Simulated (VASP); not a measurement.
Here is a VASP 6.6.1 calculation.

Contents of INCAR:

```
PREC     = Accurate       # precision mode
ENCUT    = 520            # plane-wave cutoff, eV
EDIFF    = 1E-6           # SCF threshold, eV
ISMEAR   = -1             # smearing method
SIGMA    = 0.08           # smearing width, eV
LREAL    = False          # projectors in reciprocal space
LASPH    = True           # aspherical terms in the spheres
NELM     = 60             # most SCF steps
ALGO     = Normal         # electronic algorithm
ISIF     = 2              # what is computed and relaxed
LWAVE    = False          # write WAVECAR
LCHARG   = True           # write CHGCAR
GGA      = PS             # functional
LELF     = True           # ELF
LVHAR    = True         
NBANDS   = 8              # bands
```

KPOINTS

```
regular mesh
0
Gamma
  24 24 24
```

The input POSCAR:

```
C
1.0
    0.0000000000      1.1638176674      1.1638176674
    1.1638176674      0.0000000000      1.1638176674
    1.1638176674      1.1638176674      0.0000000000
C
1
Direct
    0.0000000000      0.0000000000      0.0000000000
```

Potentials or basis: VASP PAW PBE potentials, release 64 (C).

Command:

```console
$ cat potpaw_PBE.64/C/POTCAR > POTCAR
$ mpirun -np 1 vasp_std > vasp.out
```

**Question.** Predict the pressure.

**Answer.** 567.2 GPa.

**Question.** Estimate the band gap on the k mesh.

**Answer.** Zero (band 2 reaches 40.93 eV, above the bottom of band 3 at 18.12 eV).

Caveat: the PAW data sets were made with another functional, which shifts forces and pressure a little.
